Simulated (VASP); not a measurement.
Crystal: SrO.

```
Sr O
1.0
     0.00000    2.57989    2.57989
     2.57989    0.00000    2.57989
     2.57989    2.57989    0.00000
Sr O
1 1
Direct
  0.00000 0.00000 0.00000
  0.50000 0.50000 0.50000
```

Base run:

| Quantity | Value |
| --- | --- |
| Program | VASP 6.6.1 |
| Functional | PBE |
| Potentials or basis | VASP PAW PBE potentials, release 64 (Sr_sv, O) |
| Cutoff | 600 eV |
| k mesh | 6 × 6 × 6 |
| Occupations | methfessel-paxton, width 0.05 eV |
| Spin | no spin polarisation |

Its results: band gap on the k mesh 3.27 eV (least direct gap 3.37 eV); pressure 2.3 GPa.

Q: The run is repeated on the same cell with these changes: occupations from methfessel-paxton, width 0.05 eV to gaussian, width 0.01 eV; dispersion from none to D3(BJ). What comes out?

A: Band gap on the k mesh 3.27 eV (least direct gap 3.37 eV); pressure -0.1 GPa.

A k mesh can miss the band edges.
